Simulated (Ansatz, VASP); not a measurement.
**Two plane-wave programs on AlCo**

```
Co Al
1.0
     0.00000    2.36819    2.36819
     2.36819    0.00000    2.36819
     2.36819    2.36819    0.00000
Co Al
1 1
Direct
  0.00000 0.00000 0.00000
  0.50000 0.50000 0.50000
```

Change from the starting cell: volume scaled by 1, PAW files.

Alike in both runs: task single point; functional r2SCAN; k mesh 15 × 15 × 15; occupations fermi-dirac, width 0.08 eV; no spin polarisation.

|  | VASP | Ansatz |
| --- | --- | --- |
| version | VASP 6.6.1 | Ansatz 0.2.0 |
| potentials or method | VASP PAW PBE potentials, release 64 (Co, Al) | PAW with Ansatz's default frozen-core files, scalar-relativistic |
| plane-wave cutoff (eV) | 520 | 500 |
| valence electrons in the cell | 12 | 20 |

|  | VASP | Ansatz | Ansatz less VASP |
| --- | --- | --- | --- |
| pressure (GPa) | -0.2 | 0.0 | +0.12 |

VASP's potentials were made for PBE, not for r2SCAN. VASP's potentials hold 12 valence electrons a cell and Ansatz's 20, so a difference there can come from the potentials and not from the codes.
